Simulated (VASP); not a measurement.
# WSe2 (P-1) in VASP: electric field gradients with PBE

Aim: the electric field gradients of WSe2 with PBE.

All numbers are computed with VASP 6.6.1; they aren't measurements. Logs are shortened: lines on timing, memory, paths and dates and some standing lists are left out, and cuts for length are marked.

## 1. The cell of the first run

The typed cell holds 6 atoms: a = 3.291 Å, b = 3.247 Å, c = 12.973 Å, α = 89.36°, β = 88.27°, γ = 118.70°.

## 2. Electric field gradients, PBE (equal xy, yz and zx shear strains of +3 %)

Contents of INCAR:

```
ALGO = Normal ; EDIFF = 1E-8
ENCUT = 400 ; GGA = PE
GGA_COMPAT = F ; ISIF = 2
ISMEAR = -1 ; LASPH = T
LCHARG = F ; LEFG = T
LREAL = F ; LWAVE = F
NBANDS = 35 ; NELM = 120
PREC = Accurate ; SIGMA = 0.08
```

Contents of KPOINTS:

```
k-points
0
Gamma
  11 11 3
```

Contents of POSCAR:

```
WSe2
1.0
    3.2899984505      0.0493499768      0.0493499768
   -1.6022608916      2.8245472481      0.0180633452
    0.1945500000      0.1945500000     12.9700000000
W Se
2 4
Direct
    0.3333333333      0.6666666667      0.2500000000
    0.6666666667      0.3333333333      0.7500000000
    0.3333333333      0.6666666667      0.6210000000
    0.6666666667      0.3333333333      0.1210000000
    0.3333333333      0.6666666667      0.8790000000
    0.6666666667      0.3333333333      0.3790000000
```

Potentials or basis: VASP PAW PBE potentials, release 64 (W_sv, Se).

Command:

```console
cat potpaw_PBE.64/W_sv/POTCAR potpaw_PBE.64/Se/POTCAR > POTCAR
mpirun -np 1 vasp_std > vasp.out
```

OUTCAR:

```text
EDIFF = 1E-8
   ENCUT = 400
   GGA = PE
   ISIF = 2
   ISMEAR = -1
   LASPH = T
   LREAL = F
   NELM = 120
   PREC = Accurate

 ion  position               nearest neighbor table
   1  0.333  0.667  0.250-   4 2.49   6 2.50   4 2.50   6 2.53   6 2.57   4 2.60
   2  0.667  0.333  0.750-   5 2.49   3 2.50   5 2.50   3 2.53   3 2.57   5 2.60
   3  0.333  0.667  0.621-   2 2.50   2 2.53   2 2.57
   4  0.667  0.333  0.121-   1 2.49   1 2.50   1 2.60
   5  0.333  0.667  0.879-   2 2.49   2 2.50   2 2.60
   6  0.667  0.333  0.379-   1 2.50   1 2.53   1 2.57

  LATTYP: Found a triclinic cell.
 ALAT       =     5.6997264788
 B/A-ratio  =     0.5697473580
 C/A-ratio  =     2.2760597320
 COS(alpha) =     0.0112057054
 COS(beta)  =     0.0302114049
 COS(gamma) =     0.8622746762

  Lattice vectors:

 A1 = (   0.0854766673,   5.6984444730,   0.0854766672)
 A2 = (  -1.6022608916,   2.8245472481,   0.0180633452)
 A3 = (   0.1945500000,   0.1945500000,  12.9700000000)

Analysis of symmetry for initial positions (statically):
=====================================================================
 Subroutine PRICEL returns:
 Original cell was already a primitive cell.

 Routine SETGRP: Setting up the symmetry group for a
 triclinic supercell.

 Subroutine GETGRP returns: Found  2 space group operations
 (whereof  2 operations were pure point group operations)
 out of a pool of  2 trial point group operations.

The static configuration has the point symmetry S_2 .

Analysis of symmetry for dynamics (positions and initial velocities):
=====================================================================
 Subroutine PRICEL returns:
 Original cell was already a primitive cell.

 Routine SETGRP: Setting up the symmetry group for a
 triclinic supercell.

 Subroutine GETGRP returns: Found  2 space group operations
 (whereof  2 operations were pure point group operations)
 out of a pool of  2 trial point group operations.

The dynamic configuration has the point symmetry S_2 .

 Subroutine INISYM returns: Found  2 space group operations
 (whereof  2 operations are pure point group operations),
 and found     1 'primitive' translations

----------------------------------------------------------------------------------------

                                     Primitive cell

  volume of cell :     121.4987

  direct lattice vectors                    reciprocal lattice vectors
     3.289998451  0.049349977  0.049349977     0.301491781  0.171070436 -0.007088433
    -1.602260892  2.824547248  0.018063345    -0.005189093  0.351128646 -0.005189093
     0.194550000  0.194550000 12.970000000    -0.001139929 -0.001139929  0.077135200

  length of vectors
     3.290738617  3.247404103 12.972917922     0.346716936  0.351205324  0.077152045

  position of ions in fractional coordinates (direct lattice)
     0.333333333  0.666666667  0.250000000
     0.666666667  0.333333333  0.750000000
     0.333333333  0.666666667  0.621000000
     0.666666667  0.333333333  0.121000000
     0.333333333  0.666666667  0.879000000
     0.666666667  0.333333333  0.379000000

  ion indices of the primitive-cell ions
   primitive index   ion index
                 1           1
                 2           2
                 3           3
                 4           4
                 5           5
                 6           6

----------------------------------------------------------------------------------------

 KPOINTS: k-points

Automatic generation of k-mesh.
 Grid dimensions read from file:
 generate k-points for:   11   11    3

 Generating k-lattice:

  Cartesian coordinates                     Fractional coordinates (reciprocal lattice)
     0.027408344  0.015551858 -0.000644403     0.090909091  0.000000000  0.000000000
    -0.000471736  0.031920786 -0.000471736    -0.000000000  0.090909091 -0.000000000
    -0.000379976 -0.000379976  0.025711733     0.000000000  0.000000000  0.333333333

  Length of vectors
     0.031519721  0.031927757  0.025717348

  Shift w.r.t. Gamma in fractional coordinates (k-lattice)
     0.000000000  0.000000000  0.000000000

 Subroutine IBZKPT returns following result:
 ===========================================

 Found    182 irreducible k-points:

 Following reciprocal coordinates:
            Coordinates               Weight
  0.000000  0.000000  0.000000      1.000000
  0.090909  0.000000  0.000000      2.000000
  0.181818  0.000000  0.000000      2.000000
  0.272727  0.000000 -0.000000      2.000000
  0.363636  0.000000 -0.000000      2.000000
  0.454545  0.000000 -0.000000      2.000000
[... 16 lines left out ...]
  0.454545  0.181818 -0.000000      2.000000
 -0.454545  0.181818  0.000000      2.000000
 [... further k-points ...]
   k-points           NKPTS =    182   k-points in BZ     NKDIM =    182   number of bands    NBANDS=     35
   number of dos      NEDOS =    301   number of ions     NIONS =      6
   total plane-waves  NPLWV =  51840
   dimension x,y,z NGX =    24 NGY =   24 NGZ =   90
   dimension x,y,z NGXF=    48 NGYF=   48 NGZF=  180
   ions per type =               2   4
   NGX,Y,Z   is equivalent  to a cutoff of  12.12, 12.29, 11.53 a.u.
   NGXF,Y,Z  is equivalent  to a cutoff of  24.25, 24.57, 23.07 a.u.
 SYSTEM =  unknown system
   PREC   = accura    normal or accurate (medium, high low for compatibility)
   ISTART =      0    job   : 0-new  1-cont  2-samecut
   ICHARG =      2    charge: 1-file 2-atom 10-const
   ISPIN  =      1    spin polarized calculation?
   LNONCOLLINEAR =      F non collinear calculations
   LSORBIT =      F    spin-orbit coupling
   LASPH  =      T    aspherical Exc in radial PAW
   ENCUT  =  400.0 eV  29.40 Ry    5.42 a.u.   5.37  5.30 21.16*2*pi/ulx,y,z
   NELM   =    120;   NELMIN=  2; NELMDL= -5     # of ELM steps
   EDIFF  = 0.1E-07   stopping-criterion for ELM
   LREAL  =      F    real-space projection
   EDIFFG = 0.1E-06   stopping-criterion for IOM
   NSW    =      0    number of steps for IOM
   IBRION =     -1    ionic relax: 0-MD 1-quasi-New 2-CG
   NFREE  =      0    steps in history (QN), initial steepest desc. (CG)
   ISIF   =      2    stress and relaxation
   ISYM   =      2    0-nonsym 1-usesym 2-fastsym
   POTIM  = 0.5000    time-step for ionic-motion
   TEBEG  =    0.0;   TEEND  =   0.0 temperature during run
   PSTRESS=    0.0 pullay stress
   NELECT =      52.0000    total number of electrons
   NUPDOWN=      -1.0000    fix difference up-down
   EMIN   =  10.00;   EMAX   =-10.00  energy-range for DOS
   EFERMI =   0.00;   METHOD = LEGACY
   ISMEAR =    -1;   SIGMA  =   0.08  broadening in eV -4-tet -1-fermi 0-gaus
   EFERMI_NEDOS =   21; number of points for ismear=-14 and -15
   IALGO  =     38    algorithm
   IMIX   =      4    mixing-type and parameters
     AMIX     =   0.40;   BMIX     =  1.00
     AMIX_MAG =   1.60;   BMIX_MAG =  1.00
  volume/ion in A,a.u.               =      20.25       136.65
  Fermi-wavevector in a.u.,A,eV,Ry     =   1.233726  2.331404 20.709154  1.522080
  Thomas-Fermi vector in A             =   2.368445
   LORBIT       =      0    0 simple, 1 ext, 2 COOP (PROOUT), +10 PAW based schemes
   GGA     = PE    functional components
   LHFCALC =     F    Hartree Fock is set to
   AEXX    =    0.0000 exact exchange contribution
   IVDW    =     0    specifies the selected vdW correction
   LEPSILON=     F    determine dielectric tensor
   LRPA    =     F    only Hartree local field effects (RPA)
 non-spin polarized calculation
  energy-cutoff  :      400.00
  volume of cell :      121.50
 maximum number of plane-waves:      2237
 NGX is ok and might be reduce to    24
   NGX = 11   NGY = 11   NGZ = 43

 number of electron      52.0000000 magnetization

 Free energy of the ion-electron system (eV)
  ---------------------------------------------------
  ext. energy  EPLUGINS =         0.00000000
  ---------------------------------------------------
  free energy    TOTEN  =       -43.00738710 eV

  energy without entropy =      -43.00728309  energy(sigma->0) =      -43.00733510

 E-fermi :   6.7172     XC(G=0): -10.7573

 val. band max:        6.2877822247   @ k =   0.0000   0.0000   0.0000
 cond. band min:       7.2287621335   @ k =  -0.1818   0.3636   0.0000
 fundamental gap:      0.9409799088
 Fermi energy:         6.7171882393

 k-point     1 :       0.0000    0.0000    0.0000
  band No.  band energies     occupation
      1     -68.0479      2.00000
      2     -68.0479      2.00000
      3     -32.2968      2.00000
      4     -32.2968      2.00000
      5     -32.1945      2.00000
      6     -32.1945      2.00000
[... 27 lines left out ...]
     34       9.3900      0.00000
     35      10.7970      0.00000

 k-point     2 :       0.0909    0.0000    0.0000
  band No.  band energies     occupation
      1     -68.0472      2.00000
      2     -68.0471      2.00000
      3     -32.2934      2.00000
      4     -32.2934      2.00000
      5     -32.2114      2.00000
      6     -32.2114      2.00000
[... 27 lines left out ...]
     34       9.3893      0.00000
     35      11.4948      0.00000

 k-point     3 :       0.1818    0.0000    0.0000
  band No.  band energies     occupation
      1     -68.0451      2.00000
      2     -68.0451      2.00000
      3     -32.2845      2.00000
      4     -32.2845      2.00000
      5     -32.2577      2.00000
      6     -32.2577      2.00000
[... 27 lines left out ...]
     34       9.8193      0.00000
     35      12.4788      0.00000
[... 723 lines left out ...]
 k-point    23 :       0.4545    0.1818   -0.0000
  band No.  band energies     occupation
      1     -68.0375      2.00000
      2     -68.0375      2.00000
      3     -32.3871      2.00000
      4     -32.3871      2.00000
      5     -32.2510      2.00000
      6     -32.2510      2.00000
[... 27 lines left out ...]
     34      10.9969      0.00000
     35      11.1299      0.00000

 k-point    24 :      -0.4545    0.1818    0.0000
  band No.  band energies     occupation
      1     -68.0386      2.00000
      2     -68.0386      2.00000
      3     -32.3654      2.00000
      4     -32.3654      2.00000
      5     -32.2559      2.00000
      6     -32.2559      2.00000
[... 27 lines left out ...]
     34      11.0544      0.00000
     35      11.7012      0.00000

 [... further k-points ...]
[... 5 lines left out ...]
  --------------------------------------------------------------------------------------
  -------------------------------------------------------------------------------------
  Total        3.0557942      3.1283719      3.9669023     -1.8961577     -2.9957053     -3.0003156
  in kB       40.2960987     41.2531652     52.3106843    -25.0042232    -39.5037199    -39.5645142
  external PRESSURE =      44.6199827 kB  Pullay stress =       0.0000000 kB

 VOLUME and BASIS-vectors are now :
 -----------------------------------------------------------------------------
  energy-cutoff  :      400.00
  volume of cell :      121.50
      direct lattice vectors                 reciprocal lattice vectors
     3.289998451  0.049349977  0.049349977     0.301491781  0.171070436 -0.007088433
    -1.602260892  2.824547248  0.018063345    -0.005189093  0.351128646 -0.005189093
     0.194550000  0.194550000 12.970000000    -0.001139929 -0.001139929  0.077135200

 POSITION                                       TOTAL-FORCE (eV/Angst)
 -----------------------------------------------------------------------------------
      0.07713      1.94812      3.27099        -0.166007      0.009889      0.064471
      1.80516      1.12033      9.76642         0.166007     -0.009889     -0.064471
      0.14931      2.02030      8.08286         0.325140      0.412757     -0.241088
      1.68279      0.99796      1.60829         0.491373      0.403107     -0.307457
      0.19950      2.07049     11.42912        -0.491373     -0.403107      0.307457
      1.73298      1.04815      4.95455        -0.325140     -0.412757      0.241088
 -----------------------------------------------------------------------------------
    total drift:                                0.000000      0.000000     -0.000000

  FREE ENERGIE OF THE ION-ELECTRON SYSTEM (eV)
  ---------------------------------------------------
  free  energy   TOTEN  =       -43.0073871018 eV

  energy  without entropy=      -43.0072830906  energy(sigma->0) =      -43.00733510

 Electric field gradients (V/A^2)
---------------------------------------------------------------------
 ion       V_xx      V_yy      V_zz      V_xy      V_xz      V_yz
---------------------------------------------------------------------
   1      77.085    74.893  -151.978    32.865    51.249    51.223
   2      77.085    74.893  -151.978    32.865    51.249    51.223
   3      29.145    45.495   -74.640    -2.997    13.495    17.547
   4      45.826    30.111   -75.937    12.998    21.316    17.230
   5      45.826    30.111   -75.937    12.998    21.316    17.230
   6      29.145    45.495   -74.640    -2.997    13.495    17.547
---------------------------------------------------------------------

 Electric field gradients after diagonalization (V/A^2)
 (convention: |V_zz| > |V_xx| > |V_yy|)
----------------------------------------------------------------------
 ion       V_xx      V_yy      V_zz     asymmetry (V_yy - V_xx)/ V_zz
----------------------------------------------------------------------
   1     127.645    43.111  -170.756       0.495
   2     127.645    43.111  -170.756       0.495
   3      48.069    30.840   -78.909       0.218
   4      58.610    22.947   -81.558       0.437
   5      58.610    22.947   -81.558       0.437
   6      48.069    30.840   -78.909       0.218
----------------------------------------------------------------------

           NMR quadrupolar parameters

 Cq : quadrupolar parameter    Cq=e*Q*V_zz/h
 eta: asymmetry parameters     (V_yy - V_xx)/ V_zz
 Q  : nuclear electric quadrupole moment in mb (millibarn)
----------------------------------------------------------------------
 ion       Cq(MHz)       eta       Q (mb)
----------------------------------------------------------------------
   1      -0.413       0.495       1.000
   2      -0.413       0.495       1.000
   3      -0.191       0.218       1.000
   4      -0.197       0.437       1.000
   5      -0.197       0.437       1.000
   6      -0.191       0.218       1.000
----------------------------------------------------------------------
```

Wall time 14 min (1 thread of Intel Xeon 8259CL, shared host); peak memory 0.53 GiB.

Results:

```
Free energy                             : -43.0074 eV
Pressure                                : 4.5 GPa
Largest force                           : 0.706 eV/Å
Band gap on the k mesh                  : 0.94 eV (least direct gap 1.68 eV)
Largest electric field gradient by atom : W -170.8; Se -78.9, -81.6 (each value once) V/Å²
```

Forces on the atoms (eV/Å):
```
W   -0.166  0.010  0.064
W    0.166 -0.010 -0.064
Se   0.325  0.413 -0.241
Se   0.491  0.403 -0.307
Se  -0.491 -0.403  0.307
Se  -0.325 -0.413  0.241
```

Levels at points of the mesh, in eV from the valence-band top:
| k point | band 22 | band 23 | band 24 | band 25 | band 26 | band 27 | band 28 | band 29 | band 30 | band 31 |
| --- | --- | --- | --- | --- | --- | --- | --- | --- | --- | --- |
| (0.00, 0.00, 0.00) | -1.50 | -1.46 | -1.07 | -1.04 | 0.00 | 2.38 | 2.49 | 2.58 | 2.74 | 2.78 |

Electric field gradients, principal values (V/Å²):
```tsv
atom	least	middle	greatest (by size)
1 W	43.111	127.645	-170.756
2 W	43.111	127.645	-170.756
3 Se	30.840	48.069	-78.909
4 Se	22.947	58.610	-81.558
5 Se	22.947	58.610	-81.558
6 Se	30.840	48.069	-78.909
```

Caveat: the cell differs from its parent crystal (equal xy, yz and zx shear strains of +3 %); the cell stands under pressure; without QUAD_EFG the Cq values of the log hold for a quadrupole moment of 1 mb, not for the nuclei; spin-orbit coupling is left out, which moves the levels of the heavy elements. A k mesh can miss the band edges.
